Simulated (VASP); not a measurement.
# SiC4 (P6_3/mmc) in VASP: relaxation of cell and atoms with PBE

Aim: the relaxation of cell and atoms of SiC4 with PBE.

Program: VASP 6.6.1. These are calculated values, not measurements. Logs are shortened: lines on timing, memory, paths and dates and some standing lists are left out, and cuts for length are marked.

**1. The cell of the first run**

The structure is hexagonal, space group P6_3/mmc (No. 194). The conventional cell has a = 2.470 Å, b = 2.470 Å, c = 26.716 Å, α = 90.00°, β = 90.00°, γ = 120.00°. Si (site symmetry -6m2) has 6 Si at 2.47 Å within 3.3 Å. Within 1.9 Å of C (site symmetry 3m) lie 3 C at 1.43 Å. C (site symmetry 3m) has 3 C at 1.43 Å within 1.9 Å.

**2. Relaxation of cell and atoms, PBE**

File INCAR:

```
SYSTEM = SiC4
ALGO = Normal ; EDIFF = 1E-7
EDIFFG = -0.01 ; ENCUT = 600
GGA = PE ; IBRION = 2
ISIF = 3 ; ISMEAR = 0
LASPH = .TRUE. ; LCHARG = .FALSE.
LREAL = .FALSE. ; LWAVE = .FALSE.
NELM = 100 ; NSW = 100
PREC = Accurate ; SIGMA = 0.1
```

File KPOINTS:

```
k-points
0
G
  18 18 2
  0 0 0
```

File POSCAR:

```
SiC4
1.0
    2.4699090035      0.0000000000      0.0000000000
   -1.2349545017      2.1390039421      0.0000000000
    0.0000000000      0.0000000000     26.7163133855
Si C
2 8
Direct
    0.3333333333      0.6666666667      0.7500000000
    0.6666666667      0.3333333333      0.2500000000
    0.3333333333      0.6666666667      0.9176311866
    0.3333333333      0.6666666667      0.0823670911
    0.3333333333      0.6666666667      0.4176329089
    0.3333333333      0.6666666667      0.5823688134
    0.6666666667      0.3333333333      0.5823670911
    0.6666666667      0.3333333333      0.9176329089
    0.6666666667      0.3333333333      0.0823688134
    0.6666666667      0.3333333333      0.4176311866
```

Potentials or basis: VASP PAW PBE potentials, release 64 (Si, C).

Launch:

```sh
> cat potpaw_PBE.64/Si/POTCAR potpaw_PBE.64/C/POTCAR > POTCAR
> mpirun -np 1 vasp_std > vasp.out
```

OUTCAR:

```text
SYSTEM = SiC4
   EDIFF = 1E-7
   EDIFFG = -0.01
   ENCUT = 600
   GGA = PE
   IBRION = 2
   ISIF = 3
   ISMEAR = 0
   LASPH = .TRUE.
   LREAL = .FALSE.
   NELM = 100
   NSW = 100
   PREC = Accurate

 ion  position               nearest neighbor table
   1  0.333  0.667  0.750-
   2  0.667  0.333  0.250-
   3  0.333  0.667  0.918-   8 1.43   8 1.43   8 1.43
   4  0.333  0.667  0.082-   9 1.43   9 1.43   9 1.43
   5  0.333  0.667  0.418-  10 1.43  10 1.43  10 1.43
   6  0.333  0.667  0.582-   7 1.43   7 1.43   7 1.43
   7  0.667  0.333  0.582-   6 1.43   6 1.43   6 1.43
   8  0.667  0.333  0.918-   3 1.43   3 1.43   3 1.43
   9  0.667  0.333  0.082-   4 1.43   4 1.43   4 1.43
  10  0.667  0.333  0.418-   5 1.43   5 1.43   5 1.43

  LATTYP: Found a hexagonal cell.
 ALAT       =     2.4699090035
 C/A-ratio  =    10.8167197041

  Lattice vectors:

 A1 = (   2.4699090035,   0.0000000000,   0.0000000000)
 A2 = (  -1.2349545017,   2.1390039421,   0.0000000000)
 A3 = (   0.0000000000,   0.0000000000,  26.7163133855)

Analysis of symmetry for initial positions (statically):
=====================================================================
 Subroutine PRICEL returns:
 Original cell was already a primitive cell.

 Routine SETGRP: Setting up the symmetry group for a
 hexagonal supercell.

 Subroutine GETGRP returns: Found 24 space group operations
 (whereof 12 operations were pure point group operations)
 out of a pool of 24 trial point group operations.

The static configuration has the point symmetry D_3d.
 The point group associated with its full space group is D_6h.

Analysis of symmetry for dynamics (positions and initial velocities):
=====================================================================
 Subroutine PRICEL returns:
 Original cell was already a primitive cell.

 Routine SETGRP: Setting up the symmetry group for a
 hexagonal supercell.

 Subroutine GETGRP returns: Found 24 space group operations
 (whereof 12 operations were pure point group operations)
 out of a pool of 24 trial point group operations.

The dynamic configuration has the point symmetry D_3d.
 The point group associated with its full space group is D_6h.

 Subroutine INISYM returns: Found 24 space group operations
 (whereof 12 operations are pure point group operations),
 and found     1 'primitive' translations

----------------------------------------------------------------------------------------

                                     Primitive cell

  volume of cell :     141.1462

  direct lattice vectors                    reciprocal lattice vectors
     2.469909004  0.000000000  0.000000000     0.404873215  0.233753660  0.000000000
    -1.234954502  2.139003942  0.000000000     0.000000000  0.467507320  0.000000000
     0.000000000  0.000000000 26.716313386     0.000000000  0.000000000  0.037430314

  length of vectors
     2.469909004  2.469909004 26.716313386     0.467507320  0.467507320  0.037430314

  position of ions in fractional coordinates (direct lattice)
     0.333333333  0.666666667  0.750000000
     0.666666667  0.333333333  0.250000000
     0.333333333  0.666666667  0.917631187
     0.333333333  0.666666667  0.082367091
     0.333333333  0.666666667  0.417632909
     0.333333333  0.666666667  0.582368813
     0.666666667  0.333333333  0.582367091
     0.666666667  0.333333333  0.917632909
     0.666666667  0.333333333  0.082368813
     0.666666667  0.333333333  0.417631187

  ion indices of the primitive-cell ions
   primitive index   ion index
                 1           1
                 2           2
                 3           3
                 4           4
                 5           5
                 6           6
                 7           7
                 8           8
                 9           9
                10          10

----------------------------------------------------------------------------------------

 KPOINTS: k-points

Automatic generation of k-mesh.
 Grid dimensions read from file:
 generate k-points for:   18   18    2

 Generating k-lattice:

  Cartesian coordinates                     Fractional coordinates (reciprocal lattice)
     0.022492956  0.012986314  0.000000000     0.055555556 -0.000000000  0.000000000
     0.000000000  0.025972629  0.000000000     0.000000000  0.055555556  0.000000000
     0.000000000  0.000000000  0.018715157     0.000000000  0.000000000  0.500000000

  Length of vectors
     0.025972629  0.025972629  0.018715157

  Shift w.r.t. Gamma in fractional coordinates (k-lattice)
     0.000000000  0.000000000  0.000000000

 Subroutine IBZKPT returns following result:
 ===========================================

 Found     74 irreducible k-points:

 Following reciprocal coordinates:
            Coordinates               Weight
  0.000000  0.000000  0.000000      1.000000
  0.055556  0.000000  0.000000      6.000000
  0.111111  0.000000  0.000000      6.000000
  0.166667  0.000000  0.000000      6.000000
  0.222222  0.000000  0.000000      6.000000
  0.277778  0.000000  0.000000      6.000000
[... 16 lines left out ...]
  0.333333  0.111111  0.000000     12.000000
  0.388889  0.111111  0.000000     12.000000
 [... further k-points ...]
   k-points           NKPTS =     74   k-points in BZ     NKDIM =     74   number of bands    NBANDS=     26
   number of dos      NEDOS =    301   number of ions     NIONS =     10
   total plane-waves  NPLWV =  86400
   dimension x,y,z NGX =    20 NGY =   20 NGZ =  216
   dimension x,y,z NGXF=    40 NGYF=   40 NGZF=  432
   ions per type =               2   8
   NGX,Y,Z   is equivalent  to a cutoff of  13.46, 13.46, 13.44 a.u.
   NGXF,Y,Z  is equivalent  to a cutoff of  26.92, 26.92, 26.88 a.u.
 SYSTEM =  SiC4
   PREC   = accura    normal or accurate (medium, high low for compatibility)
   ISTART =      0    job   : 0-new  1-cont  2-samecut
   ICHARG =      2    charge: 1-file 2-atom 10-const
   ISPIN  =      1    spin polarized calculation?
   LNONCOLLINEAR =      F non collinear calculations
   LSORBIT =      F    spin-orbit coupling
   LASPH  =      T    aspherical Exc in radial PAW
   ENCUT  =  600.0 eV  44.10 Ry    6.64 a.u.   4.93  4.93 53.36*2*pi/ulx,y,z
   NELM   =    100;   NELMIN=  2; NELMDL= -5     # of ELM steps
   EDIFF  = 0.1E-06   stopping-criterion for ELM
   LREAL  =      F    real-space projection
   EDIFFG = -.1E-01   stopping-criterion for IOM
   NSW    =    100    number of steps for IOM
   IBRION =      2    ionic relax: 0-MD 1-quasi-New 2-CG
   NFREE  =      1    steps in history (QN), initial steepest desc. (CG)
   ISIF   =      3    stress and relaxation
   ISYM   =      2    0-nonsym 1-usesym 2-fastsym
   POTIM  = 0.5000    time-step for ionic-motion
   TEBEG  =    0.0;   TEEND  =   0.0 temperature during run
   PSTRESS=    0.0 pullay stress
   NELECT =      40.0000    total number of electrons
   NUPDOWN=      -1.0000    fix difference up-down
   EMIN   =  10.00;   EMAX   =-10.00  energy-range for DOS
   EFERMI =   0.00;   METHOD = LEGACY
   ISMEAR =     0;   SIGMA  =   0.10  broadening in eV -4-tet -1-fermi 0-gaus
   EFERMI_NEDOS =   21; number of points for ismear=-14 and -15
   IALGO  =     38    algorithm
   IMIX   =      4    mixing-type and parameters
     AMIX     =   0.40;   BMIX     =  1.00
     AMIX_MAG =   1.60;   BMIX_MAG =  1.00
  volume/ion in A,a.u.               =      14.11        95.25
  Fermi-wavevector in a.u.,A,eV,Ry     =   1.075322  2.032064 15.732649  1.156317
  Thomas-Fermi vector in A             =   2.211175
   LORBIT       =      0    0 simple, 1 ext, 2 COOP (PROOUT), +10 PAW based schemes
   GGA     = PE    functional components
   LHFCALC =     F    Hartree Fock is set to
   AEXX    =    0.0000 exact exchange contribution
   IVDW    =     0    specifies the selected vdW correction
   LEPSILON=     F    determine dielectric tensor
   LRPA    =     F    only Hartree local field effects (RPA)
 conjugate gradient relaxation of ions
 non-spin polarized calculation
 Gauss-broadening in eV      SIGMA  =   0.10
  energy-cutoff  :      600.00
  volume of cell :      141.15
 maximum number of plane-waves:      4792
 NGX is ok and might be reduce to    20
   NGX =  9   NGY =  9   NGZ =107

--------------------------------------- Ionic step        1  -------------------------------------------

 number of electron      39.9999998 magnetization

 Free energy of the ion-electron system (eV)
  ---------------------------------------------------
  ext. energy  EPLUGINS =         0.00000000
  ---------------------------------------------------
  free energy    TOTEN  =       -82.75463310 eV

  energy without entropy =      -82.74730397  energy(sigma->0) =      -82.75096854

------------------------ aborting loop because EDIFF is reached ----------------------------------------

  FORCE on cell =-STRESS in cart. coord.  units (eV):
  Direction    XX          YY          ZZ          XY          YZ          ZX
  --------------------------------------------------------------------------------------
  -------------------------------------------------------------------------------------
  Total        0.0466813      0.0466813     -0.1127678      0.0000000      0.0000000      0.0000000
  in kB        0.5298889      0.5298889     -1.2800488      0.0000000      0.0000000      0.0000000
  external PRESSURE =      -0.0734237 kB  Pullay stress =       0.0000000 kB
[... 113 lines left out ...]
  FREE ENERGIE OF THE ION-ELECTRON SYSTEM (eV)
  ---------------------------------------------------
  free  energy   TOTEN  =       -82.7546807971 eV

  energy  without entropy=      -82.7473317529  energy(sigma->0) =      -82.75100628

[... ionic steps 4 to 10 ...]

--------------------------------------- Ionic step       11  -------------------------------------------

 number of electron      39.9999999 magnetization

------------------------ aborting loop because EDIFF is reached ----------------------------------------

  FORCE on cell =-STRESS in cart. coord.  units (eV):
  Direction    XX          YY          ZZ          XY          YZ          ZX
  --------------------------------------------------------------------------------------
  -------------------------------------------------------------------------------------
  Total       -0.2415771     -0.2415771     -0.0387971     -0.0000000      0.0000000     -0.0000000
  in kB       -2.8489493     -2.8489493     -0.4575390     -0.0000000      0.0000000     -0.0000000
  external PRESSURE =      -2.0518125 kB  Pullay stress =       0.0000000 kB
[... 73 lines left out ...]
  energy  without entropy=      -82.7486732028  energy(sigma->0) =      -82.75198353

--------------------------------------- Ionic step       13  -------------------------------------------

 number of electron      39.9999999 magnetization

 Free energy of the ion-electron system (eV)
  ---------------------------------------------------
  ext. energy  EPLUGINS =         0.00000000
  ---------------------------------------------------
  free energy    TOTEN  =       -82.75786192 eV

  energy without entropy =      -82.75094744  energy(sigma->0) =      -82.75440468

 E-fermi :   3.4004     XC(G=0):  -8.7289

 val. band max:        3.3667333904   @ k =   0.3333   0.3333   0.0000
 cond. band min:       3.4361978814   @ k =   0.3333   0.0556   0.0000
 fundamental gap:      0.0694644910
 Fermi energy:         3.4003557229

 k-point     1 :       0.0000    0.0000    0.0000
  band No.  band energies     occupation
      1     -16.0610      2.00000
      2     -16.0610      2.00000
      3     -16.0415      2.00000
      4     -16.0414      2.00000
      5      -9.3532      2.00000
      6      -9.3532      2.00000
[... 685 lines left out ...]
     25       5.6574      0.00000
     26       5.7253      0.00000

 [... further k-points ...]

------------------------ aborting loop because EDIFF is reached ----------------------------------------

  FORCE on cell =-STRESS in cart. coord.  units (eV):
  Direction    XX          YY          ZZ          XY          YZ          ZX
  --------------------------------------------------------------------------------------
  -------------------------------------------------------------------------------------
  Total        0.0404717      0.0404717     -0.0367581      0.0000000      0.0000000     -0.0000000
  in kB        0.4781962      0.4781962     -0.4343182      0.0000000      0.0000000     -0.0000000
  external PRESSURE =       0.1740248 kB  Pullay stress =       0.0000000 kB
[... 25 lines left out ...]
  FREE ENERGIE OF THE ION-ELECTRON SYSTEM (eV)
  ---------------------------------------------------
  free  energy   TOTEN  =       -82.7578619200 eV

  energy  without entropy=      -82.7509474400  energy(sigma->0) =      -82.75440468

 reached required accuracy - stopping structural energy minimisation
```

Wall time 22 min (1 thread of Intel Xeon 6975P-C (Granite Rapids), shared host); peak memory 0.47 GiB.

What came out:

```yaml
Free_energy: -82.7579 eV
Relaxed_volume: 13.56 Å³/atom
Relaxed_cell: a = 2.470 Å, b = 2.470 Å, c = 25.668 Å, α = 90.00°, β = 90.00°, γ = 120.00°
Space_group_after_relaxing_to_0.1_Å: P6_3/mmc (No. 194)
Energy_gained_by_relaxing: 0.3 meV/atom
Ionic_steps: 13
Pressure_after_relaxing: 0.0 GPa
Band_gap_on_the_k_mesh: zero (bands 20 and 21 overlap by 0.97 eV)
```

Stress tensor (GPa, compression positive):
```
 0.05  0.00  0.00
 0.00  0.05  0.00
 0.00  0.00 -0.04
```

Step by step:
```csv
step,energy change (eV),largest force (eV/Å),pressure (GPa),volume (Å³)
1,0.0000,0.0001,-0.01,141.15
2,-0.0001,0.0000,-0.11,141.13
3,0.0000,0.0001,-0.19,141.12
4,-0.0001,0.0001,-0.15,141.13
5,-0.0001,0.0001,-0.15,141.10
6,-0.0001,0.0001,-0.15,141.02
7,-0.0003,0.0002,-0.15,140.85
8,-0.0005,0.0003,-0.16,140.52
9,-0.0010,0.0006,-0.16,139.85
10,-0.0019,0.0011,-0.18,138.52
11,-0.0031,0.0023,-0.21,135.86
12,-0.0007,0.0052,0.99,134.50
13,-0.0032,0.0009,0.02,135.60
```

Final structure:
```
CELL_PARAMETERS angstrom
2.46983 0.00000 0.00000
-1.23492 2.13894 0.00000
0.00000 0.00000 25.66792
ATOMIC_POSITIONS crystal
Si 0.33333 0.66667 0.75000
Si 0.66667 0.33333 0.25000
C 0.33333 0.66667 0.91762
C 0.33333 0.66667 0.08238
C 0.33333 0.66667 0.41762
C 0.33333 0.66667 0.58238
C 0.66667 0.33333 0.58238
C 0.66667 0.33333 0.91762
C 0.66667 0.33333 0.08238
C 0.66667 0.33333 0.41762
```

Caveat: the highest band is partly filled, so the run has too few bands.

The gap in the log of VASP goes by the Fermi energy; the results here count the filled bands.